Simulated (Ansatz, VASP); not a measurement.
## PbF2: VASP beside Ansatz

POSCAR

```
PbF2
1.0
    0.0000000000      2.9208614000      2.9208614000
    2.9208614000      0.0000000000      2.9208614000
    2.9208614000      2.9208614000      0.0000000000
Pb F
1 2
Direct
    0.0000000000      0.0000000000      0.0000000000
    0.2500000000      0.2500000000      0.2500000000
    0.7500000000      0.7500000000      0.7500000000
```

Contents of INCAR.step1:

```
ALGO = Normal
EDIFF = 1E-4
ENCUT = 520
GGA = PE
ISMEAR = -1
LASPH = T
LCHARG = F
LREAL = F
LWAVE = T
NELM = 100
PREC = Accurate
SIGMA = 0.02
```

The input INCAR.step2:

```
ALGO = Normal
EDIFF = 1E-6
EDIFFG = -0.01
ENCUT = 520
IBRION = 2
ISIF = 2
ISMEAR = -1
ISTART = 1
LASPH = T
LCHARG = F
LMIXTAU = T
LREAL = F
LWAVE = F
METAGGA = R2SCAN
NELM = 100
NSW = 50
PREC = Accurate
SIGMA = 0.02
```

KPOINTS

```
k-points
0
Gamma
  8 8 8
```

Input for Ansatz:

```yaml
crystal:
  lattice:
    - [0.0, 2.9208614, 2.9208614]
    - [2.9208614, 0.0, 2.9208614]
    - [2.9208614, 2.9208614, 0.0]
  atoms:
    - { symbol: Pb, position: [0.0, 0.0, 0.0] }
    - { symbol: F, position: [0.25, 0.25, 0.25] }
    - { symbol: F, position: [0.75, 0.75, 0.75] }
  symmetry: { tolerance: 0.0003 }
hamiltonian:
  xc: r2scan
  pseudopotentials: { kind: paw, azcp: { folder: soft_1 } }
basis:
  ecutwfc: 500
magnetization:
  spin_polarized: false
scf:
  occupations: { method: fermi_dirac, width: 0.02 }
kpoints:
  mp_grid: { grid: [8, 8, 8], shift: [0, 0, 0] }
  band_path:
    path:
      - [0.0, 0.0, 0.0]
      - [0.5, 0.0, 0.5]
      - [0.625, 0.25, 0.625]
      - [0.375, 0.375, 0.75]
      - [0.0, 0.0, 0.0]
      - [0.5, 0.5, 0.5]
      - [0.5, 0.25, 0.75]
      - [0.5, 0.0, 0.5]
    npoints: 10
output:
  forces: true
  stress: true
  eigenvalues: true
  write_potential: true
  elf: true
  volumetric_format: npy
  dos: { e_range: [-12, 8], de: 0.05 }
relax:
  max_steps: 30
```

Alike in both runs: task relaxation of the atoms; functional r2SCAN; k mesh 8 × 8 × 8; occupations fermi-dirac, width 0.02 eV; no spin polarisation.

|  | VASP | Ansatz |
| --- | --- | --- |
| version | VASP 6.6.1 | Ansatz 0.2.0 |
| potentials or method | VASP PAW PBE potentials, release 64 (Pb_d, F), cutoff 520 eV | PAW plane waves |
| valence electrons in the cell | 28 | 28 |

```tsv
	VASP	Ansatz	Ansatz less VASP
gap on the k mesh at the Fermi level, each at its own relaxed structure (eV)	4.91	4.92	+0.008
```

VASP's potentials were made for PBE, not for r2SCAN. Ansatz's warnings: stress scf threshold loose.

Spin-orbit coupling is off throughout. Noted on VASP's run: the relaxation stopped at its first step, so nothing moved.
